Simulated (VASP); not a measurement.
A run of VASP 6.6.1:

The input POSCAR:

```
WSe
1.0
    0.0000000000      2.6155649628      2.6155649628
    2.6155649628      0.0000000000      2.6155649628
    2.6155649628      2.6155649628      0.0000000000
W Se
1 1
Direct
    0.0000000000      0.0000000000      0.0000000000
    0.5000000000      0.5000000000      0.5000000000
```

The input INCAR.step1:

```
SYSTEM = WSe
PREC = Accurate
ENCUT = 520
ISMEAR = 0
SIGMA = 0.1
LREAL = .False.
LASPH = .True.
NELM = 150
ISPIN = 2
MAGMOM = 2.5 0
LMAXMIX = 4
NBANDS = 21
GGA = PE
ALGO = Normal
EDIFF = 1E-4
LWAVE = .True.
LCHARG = .False.
```

INCAR.step2

```
SYSTEM = WSe
PREC = Accurate
ENCUT = 520
EDIFF = 1E-6
ISMEAR = 0
SIGMA = 0.1
LREAL = .False.
LASPH = .True.
NELM = 150
ALGO = Normal
ISIF = 2
LWAVE = .False.
LCHARG = .False.
ISPIN = 2
MAGMOM = 2.5 0
LORBIT = 11
LMAXMIX = 4
METAGGA = R2SCAN
LMIXTAU = .True.
NBANDS = 21
ISTART = 1
```

Contents of KPOINTS:

```
Automatic mesh
0
Gamma
  14 14 14
  0 0 0
```

Potentials or basis: VASP PAW PBE potentials, release 64 (W_sv, Se).

Run with:

```sh
$ cat potpaw_PBE.64/W_sv/POTCAR potpaw_PBE.64/Se/POTCAR > POTCAR
$ cp INCAR.step1 INCAR
$ mpirun -np 1 vasp_std > vasp.out
$ cp INCAR.step2 INCAR
$ mpirun -np 1 vasp_std > vasp.out
```

Hardware: 1 thread of Intel Xeon 8259CL (shared host).

Problem. How long does it take, and how much memory?

Solution. Run time: 16 min on 1 thread of Intel Xeon 8259CL (shared host), peak memory 0.28 GiB. Counts: k points 104.
